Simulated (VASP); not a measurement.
# PtS2: single point with PBEsol

PtS2:

```
Pt S
1.0
     3.54320    0.00000    0.00000
    -1.77160    3.06850    0.00000
     0.00000    0.00000    5.29074
Pt S
1 2
Cartesian
  0.0000 0.0000 0.0000
  0.0000 2.0457 1.3227
  1.7716 1.0228 3.9681
```

This cell differs from its parent crystal: strain +0.000 along x and y, +0.050 along z.

```json
{"Program": "VASP 6.6.1", "Task": "single point", "Functional": "PBEsol", "Potentials or basis": "VASP PAW PBE potentials, release 64 (Pt, S)", "Cutoff": "520 eV", "k mesh": "12 × 12 × 8", "Occupations": "gaussian, width 0.05 eV", "Spin": "no spin polarisation"}
```

```yaml
Pressure: -7.6 GPa
Largest_force: 1.283 eV/Å
Band_gap_on_the_k_mesh: 0.60 eV, indirect (least direct gap 0.81 eV)
```

Forces in eV/Å, atoms in the order of the input:
```
Pt   0.000  0.000  0.000
S    0.000  0.000 -1.283
S    0.000  0.000  1.283
```

Stress tensor (GPa, compression positive):
```
-6.40  0.00  0.00
 0.00 -6.40  0.00
 0.00  0.00 -9.99
```

Levels at points of the mesh, in eV from the valence-band top:
```tsv
k point	band 8	band 9	band 10	band 11	band 12	band 13	band 14	band 15
(0.00, 0.00, 0.00)	-2.13	-0.80	-0.80	0.00	1.90	1.90	4.84	4.97
(0.50, 0.00, 0.00)	-2.75	-2.69	-2.65	-2.19	1.39	2.35	5.28	6.27
(0.00, 0.00, 0.50)	-2.69	-1.25	-1.06	-1.06	2.41	2.41	5.62	6.74
(0.50, 0.00, 0.50)	-2.65	-2.30	-2.25	-1.45	1.52	2.16	4.68	5.30
```

It took 68 s on 1 thread of Intel(R) Xeon(R) Platinum 8488C (Sapphire Rapids), with other jobs on the host, peak memory 0.27 GiB.

Caveat: the cell differs from its parent crystal (strain +0.000 along x and y, +0.050 along z); the PAW data sets were made with another functional, which shifts forces and pressure a little; spin-orbit coupling is left out, which moves the levels of the heavy elements. A k mesh can miss the band edges.
